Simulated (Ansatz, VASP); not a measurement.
# Two plane-wave programs on Ni

```
Ni
1.0
     2.53924    0.00000    0.00000
    -1.26962    2.19904    0.00000
     0.00000    0.00000    8.31842
Ni
4
Direct
  0.00000 0.00000 0.00000
  0.00000 0.00000 0.50000
  0.33333 0.66667 0.25000
  0.66667 0.33333 0.75000
```

Alike in both runs: task single point; functional PBEsol; k mesh 17 × 17 × 5; occupations fermi-dirac, width 0.1 eV; no spin polarisation.

|  | VASP | Ansatz |
| --- | --- | --- |
| version | VASP 6.6.1 | Ansatz 0.2.0 |
| potentials or method | VASP PAW PBE potentials, release 64 (Ni), cutoff 520 eV | plane waves (420 eV) with PAW, scalar-relativistic |
| valence electrons in the cell | 40 | 72 |

```tsv
	VASP	Ansatz	Ansatz less VASP
pressure (GPa)	-19.5	-19.9	-0.37
```

VASP's potentials were made for PBE, not for PBEsol, and Ansatz warns of the same on its side. VASP's potentials hold 40 valence electrons a cell and Ansatz's 72, so a difference there can come from the potentials and not from the codes.
